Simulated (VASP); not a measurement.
Write the native input for VASP 6.6.1 that does the following.

* Task: single point
* Functional: PBE
* Potentials or basis: VASP PAW PBE potentials, release 64 (Ga_d)
* Cutoff: 520 eV
* k mesh: 14 × 14 × 11
* Occupations: fermi-dirac, width 0.03 eV
* Spin: no spin polarisation
* Dipole correction: no
* Further INCAR settings: ALGO = Normal; EDIFF = 1e-06; NBANDS = 20

The structure of Ga lies in POSCAR:

```
Ga
1.0
    1.3783745474     -4.0130333442      0.0000000000
    1.3783745474      4.0130333442      0.0000000000
   -0.1170571877      0.0000000000      3.3187930272
Ga
2
Direct
    0.8690000000      0.1310000000      0.2500000000
    0.1310000000      0.8690000000      0.7500000000
```

This cell differs from its parent crystal: volume scaled by 0.99.

The input as run:

INCAR

```
SYSTEM = Ga
PREC     = Accurate       ! precision mode
ENCUT    = 520            ! plane-wave cutoff, eV
EDIFF    = 1E-6           ! SCF threshold, eV
ISMEAR   = -1             ! smearing method
SIGMA    = 0.03           ! smearing width, eV
LREAL    = .False.        ! projectors in reciprocal space
LASPH    = .True.         ! aspherical terms in the spheres
NELM     = 80             ! most SCF steps
ALGO     = Normal         ! electronic algorithm
ISIF     = 2              ! what is computed and relaxed
LWAVE    = .False.        ! write WAVECAR
LCHARG   = .False.        ! write CHGCAR
GGA      = PE             ! functional
NBANDS   = 20             ! bands
```

KPOINTS

```
Automatic mesh
0
Gamma
  14 14 11
  0 0 0
```

Potentials or basis: VASP PAW PBE potentials, release 64 (Ga_d).

Run with:

```console
$ cat potpaw_PBE.64/Ga_d/POTCAR > POTCAR
$ mpirun -np 1 vasp_std > vasp.out
```

It gave:

| Item | Value |
| --- | --- |
| Pressure | 2.5 GPa |
| Largest force | 0.194 eV/Å |
| Band gap on the k mesh | zero (band 13 reaches 9.77 eV, above the bottom of band 14 at 1.72 eV) |

It took 7.2 min on 1 thread of Oxide Virtual Turin-like Processor, with other jobs on the host, peak memory 0.4 GiB.
